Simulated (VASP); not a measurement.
# Si3C4 (P1) in VASP: single point with HSE06

Aim: the single point of Si3C4 with HSE06.

All numbers are computed with VASP 6.6.1; they aren't measurements. Logs are shortened: lines on timing, memory, paths and dates and some standing lists are left out, and cuts for length are marked.

### 1 The cell of the first run

The typed cell holds 7 atoms: a = 4.369 Å, b = 4.369 Å, c = 4.369 Å, α = 90.00°, β = 90.00°, γ = 90.00°.

### 2 Single point, HSE06

POSCAR

```
Si3C4
1.0
    4.3687200000      0.0000000000      0.0000000000
    0.0000000000      4.3687200000      0.0000000000
    0.0000000000      0.0000000000      4.3687200000
Si C
3 4
Direct
    0.0005500000      0.4980600000      0.5031700000
    0.4985700000      0.0025100000      0.4970300000
    0.4999600000      0.4994800000     -0.0005900000
    0.2478200000      0.2476600000      0.2494300000
    0.2511000000      0.7484100000      0.7483800000
    0.7516900000      0.2472600000      0.7466300000
    0.7472100000      0.7500400000      0.2490000000
```

INCAR.step1

```
SYSTEM = Si3C4
PREC = Accurate ; ENCUT = 520
EDIFF = 1E-5 ; ISMEAR = 0
SIGMA = 0.01 ; LREAL = .False.
LASPH = .True. ; NELM = 120
ALGO = Normal ; ISIF = 2
LWAVE = .True. ; LCHARG = .False.
NBANDS = 23 ; GGA = PE
GGA_COMPAT = .False.
```

INCAR.step2

```
SYSTEM = Si3C4
PREC = Accurate ; ENCUT = 520
EDIFF = 1E-6 ; ISMEAR = 0
SIGMA = 0.01 ; LREAL = .False.
LASPH = .True. ; NELM = 120
ALGO = Normal ; ISIF = 2
LWAVE = .False. ; LCHARG = .False.
GGA = PE ; LHFCALC = .True.
HFSCREEN = 0.2079 ; PRECFOCK = Normal
NBANDS = 23 ; ISTART = 1
GGA_COMPAT = .False.
```

KPOINTS

```
Automatic mesh
0
Gamma
  1 1 1
  0 0 0
```

Potentials or basis: VASP PAW PBE potentials, release 64 (Si, C).

Run with:

```bash
cat potpaw_PBE.64/Si/POTCAR potpaw_PBE.64/C/POTCAR > POTCAR
cp INCAR.step1 INCAR
mpirun -np 1 vasp_gam > vasp.out
cp INCAR.step2 INCAR
mpirun -np 1 vasp_gam > vasp.out
```

OUTCAR:

```text
SYSTEM = Si3C4
   PREC = Accurate
   ENCUT = 520
   EDIFF = 1E-6
   ISMEAR = 0
   LREAL = .False.
   LASPH = .True.
   NELM = 120
   ISIF = 2
   GGA = PE
   LHFCALC = .True.
   HFSCREEN = 0.2079
   PRECFOCK = Normal
   ISTART = 1

 ion  position               nearest neighbor table
   1  0.001  0.498  0.503-   6 1.87   5 1.88   4 1.90   7 1.92   2 3.07   3 3.08   3 3.08   2 3.08
                             2 3.10   3 3.10   3 3.10   2 3.11
   2  0.499  0.003  0.497-   4 1.88   6 1.89   7 1.89   5 1.90   1 3.07   3 3.07   1 3.08   3 3.09
                             3 3.09   1 3.10   3 3.11   1 3.11
   3  0.500  0.499  0.999-   7 1.89   5 1.89   4 1.90   6 1.91   2 3.07   1 3.08   1 3.08   2 3.09
                             2 3.09   1 3.10   1 3.10   2 3.11
   4  0.248  0.248  0.249-   2 1.88   1 1.90   3 1.90
   5  0.251  0.748  0.748-   1 1.88   3 1.89   2 1.90
   6  0.752  0.247  0.747-   1 1.87   2 1.89   3 1.91
   7  0.747  0.750  0.249-   3 1.89   2 1.89   1 1.92

  LATTYP: Found a simple cubic cell.
 ALAT       =     4.3687200000

  Lattice vectors:

 A1 = (   4.3687200000,   0.0000000000,   0.0000000000)
 A2 = (   0.0000000000,   4.3687200000,   0.0000000000)
 A3 = (   0.0000000000,   0.0000000000,   4.3687200000)

Analysis of symmetry for initial positions (statically):
=====================================================================
 Subroutine PRICEL returns:
 Original cell was already a primitive cell.

 Routine SETGRP: Setting up the symmetry group for a
 simple cubic supercell.

 Subroutine GETGRP returns: Found  1 space group operations
 (whereof  1 operations were pure point group operations)
 out of a pool of 48 trial point group operations.

The static configuration has the point symmetry C_1 .

Analysis of symmetry for dynamics (positions and initial velocities):
=====================================================================
 Subroutine PRICEL returns:
 Original cell was already a primitive cell.

 Routine SETGRP: Setting up the symmetry group for a
 simple cubic supercell.

 Subroutine GETGRP returns: Found  1 space group operations
 (whereof  1 operations were pure point group operations)
 out of a pool of 48 trial point group operations.

The dynamic configuration has the point symmetry C_1 .

[... 91 lines left out ...]
   ISYM   =      3    0-nonsym 1-usesym 2-fastsym
   POTIM  = 0.5000    time-step for ionic-motion
   TEBEG  =    0.0;   TEEND  =   0.0 temperature during run
   PSTRESS=    0.0 pullay stress
   NELECT =      28.0000    total number of electrons
   NUPDOWN=      -1.0000    fix difference up-down
   EMIN   =  10.00;   EMAX   =-10.00  energy-range for DOS
   EFERMI =   0.00;   METHOD = LEGACY
   ISMEAR =     0;   SIGMA  =   0.01  broadening in eV -4-tet -1-fermi 0-gaus
   EFERMI_NEDOS =   21; number of points for ismear=-14 and -15
   IALGO  =     38    algorithm
   IMIX   =      1    mixing-type and parameters
     AMIX     =   0.40;   BMIX     =  1.00
     AMIX_MAG =   1.60;   BMIX_MAG =  1.00
  volume/ion in A,a.u.               =      11.91        80.38
  Fermi-wavevector in a.u.,A,eV,Ry     =   1.137907  2.150332 17.617252  1.294832
  Thomas-Fermi vector in A             =   2.274611
   LORBIT       =      0    0 simple, 1 ext, 2 COOP (PROOUT), +10 PAW based schemes
   GGA     = PE    functional components
   LHFCALC =     T    Hartree Fock is set to
   PRECFOCK=normal    Normal, Fast or Accurate (Low or Medium for compatibility)
   ENCUT4O =  -1.0   cutoff for four orbital integrals eV
   NKREDX  =     1    reduce k-point grid by
   NKREDY  =     1    reduce k-point grid by
   NKREDZ  =     1    reduce k-point grid by
   AEXX    =    0.2500 exact exchange contribution
   HFSCREEN=    0.2079 screening length (either q_TF or 0.3 A-1)
   HFSCREENC=   0.2079 screening length for correlation (either q_TF or 0.3 A-1)
   ENCUTFOCK=  -1.0 apply spherical cutoff to Coloumb kernel
   IVDW    =     0    specifies the selected vdW correction
   LEPSILON=     F    determine dielectric tensor
   LRPA    =     F    only Hartree local field effects (RPA)
 non-spin polarized calculation
 Gauss-broadening in eV      SIGMA  =   0.01
  energy-cutoff  :      520.00
  volume of cell :       83.38
 maximum number of plane-waves:      1103
  NGX = 28; NGY = 28; NGZ = 28

 number of electron      28.0000004 magnetization

 Free energy of the ion-electron system (eV)
  ---------------------------------------------------
  ext. energy  EPLUGINS =         0.00000000
  ---------------------------------------------------
  free energy    TOTEN  =       -50.23757861 eV

  energy without entropy =      -50.23757861  energy(sigma->0) =      -50.23757861

 E-fermi :   6.4639     XC(G=0):  -8.6151

 val. band max:        6.3712380292   @ k =   0.0000   0.0000   0.0000
 cond. band min:       7.6243463964   @ k =   0.0000   0.0000   0.0000
 fundamental gap:      1.2531083672
 Fermi energy:         6.4639170235

 k-point     1 :       0.0000    0.0000    0.0000
  band No.  band energies     occupation
      1     -10.8101      2.00000
      2      -5.7653      2.00000
      3      -5.6848      2.00000
      4      -5.6672      2.00000
      5      -3.1845      2.00000
      6      -3.1635      2.00000
[... 15 lines left out ...]
     22      12.7294      0.00000
     23      15.1301      0.00000

------------------------ aborting loop because EDIFF is reached ----------------------------------------

  FORCE on cell =-STRESS in cart. coord.  units (eV):
  Direction    XX          YY          ZZ          XY          YZ          ZX
  --------------------------------------------------------------------------------------
  -------------------------------------------------------------------------------------
  Total       -3.6860236     -3.7679616      3.7638082      0.1299134      0.3337682      1.1269771
  in kB      -70.8281757    -72.4026430     72.3228342      2.4963288      6.4134684     21.6552428
  external PRESSURE =     -23.6359948 kB  Pullay stress =       0.0000000 kB

 VOLUME and BASIS-vectors are now :
 -----------------------------------------------------------------------------
  energy-cutoff  :      520.00
  volume of cell :       83.38
      direct lattice vectors                 reciprocal lattice vectors
     4.368720000  0.000000000  0.000000000     0.228899998  0.000000000  0.000000000
     0.000000000  4.368720000  0.000000000     0.000000000  0.228899998  0.000000000
     0.000000000  0.000000000  4.368720000     0.000000000  0.000000000  0.228899998

 POSITION                                       TOTAL-FORCE (eV/Angst)
 -----------------------------------------------------------------------------------
      0.00240      2.17588      2.19821        -0.034927      0.040478     -0.408792
      2.17811      0.01097      2.17138         0.052785     -0.007519      0.154136
      2.18419      2.18209      4.36614        -0.021917     -0.088929     -0.090322
      1.08266      1.08196      1.08969         2.264106      2.401006      3.392076
      1.09699      3.26959      3.26946         2.261195     -2.279940     -3.351951
      3.28392      1.08021      3.26182        -2.418762      2.392268     -3.188077
      3.26435      3.27671      1.08781        -2.102480     -2.457364      3.492930
 -----------------------------------------------------------------------------------
    total drift:                                0.000060      0.000969      0.000246

  FREE ENERGIE OF THE ION-ELECTRON SYSTEM (eV)
  ---------------------------------------------------
  free  energy   TOTEN  =       -50.2375786146 eV

  energy  without entropy=      -50.2375786146  energy(sigma->0) =      -50.23757861
```

Wall time 55 s (1 thread of AMD EPYC 7R43 (Zen 3), shared host); peak memory 0.24 GiB.

Results:

| Property | Result |
| --- | --- |
| Free energy | -50.2376 eV |
| Pressure | -2.4 GPa |
| Largest force | 4.760 eV/Å |

Forces on the atoms (eV/Å):
```
Si  -0.035  0.040 -0.409
Si   0.053 -0.008  0.154
Si  -0.022 -0.089 -0.090
C    2.264  2.401  3.392
C    2.261 -2.280 -3.352
C   -2.419  2.392 -3.188
C   -2.102 -2.457  3.493
```

Stress tensor (GPa, compression positive):
```
-7.08  0.25  2.17
 0.25 -7.24  0.64
 2.17  0.64  7.23
```

Levels at points of the mesh, in eV from the Fermi level:
```
           k point  band 10  band 11  band 12  band 13  band 14  band 15  band 16  band 17  band 18  band 19
(0.00, 0.00, 0.00)    -4.81    -3.25    -3.23    -3.19    -0.09     1.16     1.17     2.83     2.89     2.92
```

Caveat: the k points lie up to 1.44 Å⁻¹ apart; the PAW data sets were made with another functional, which shifts forces and pressure a little.
